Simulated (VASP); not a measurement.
Here is a VASP 6.6.1 calculation.

File INCAR:

```
SYSTEM = Rh
ALGO     = Normal         ! electronic algorithm
EDIFF    = 1E-7           ! SCF threshold, eV
EDIFFG   = -0.005         ! ionic threshold
ENCUT    = 600            ! plane-wave cutoff, eV
GGA      = CA             ! functional
IBRION   = 2              ! ionic algorithm
ISIF     = 3              ! what is computed and relaxed
ISMEAR   = 0              ! smearing method
LASPH    = .TRUE.         ! aspherical terms in the spheres
LCHARG   = .FALSE.        ! write CHGCAR
LREAL    = .FALSE.        ! projectors in reciprocal space
LWAVE    = .FALSE.        ! write WAVECAR
NELM     = 80             ! most SCF steps
NSW      = 100            ! ionic steps
PREC     = Accurate       ! precision mode
SIGMA    = 0.1            ! smearing width, eV
```

Contents of KPOINTS:

```
k-points
0
G
  20 20 20
  0 0 0
```

Contents of POSCAR:

```
Rh
1.0
    0.0000000000      1.8788035306      1.8788035306
    1.8788035306      0.0000000000      1.8788035306
    1.8788035306      1.8788035306      0.0000000000
Rh
1
Direct
    0.0000000000      0.0000000000      0.0000000000
```

Potentials or basis: VASP PAW LDA potentials, release 64 (Rh_pv).

Launch:

```bash
$ cat potpaw_LDA.64/Rh_pv/POTCAR > POTCAR
$ mpirun -np 1 vasp_std > vasp.out
```

Problem. Estimate the band gap on the k mesh.

Solution. Zero (an odd number of electrons rules out a gap without spin polarisation).

Problem. Predict the space group after relaxing (to 0.1 Å).

Solution. Fm-3m (No. 225).

Problem. What does it give for the relaxed volume?

Solution. 13.26 Å³/atom.

Final structure:
```cif
data_structure
_symmetry_space_group_name_H-M 'P 1'
_symmetry_Int_Tables_number 1
_cell_length_a 2.6565
_cell_length_b 2.6565
_cell_length_c 2.6565
_cell_angle_alpha 60.000
_cell_angle_beta 60.000
_cell_angle_gamma 60.000
_cell_volume 13.26
loop_
_atom_site_label
_atom_site_type_symbol
_atom_site_fract_x
_atom_site_fract_y
_atom_site_fract_z
_atom_site_occupancy
Rh1 Rh 0.00000 0.00000 0.00000 1
```
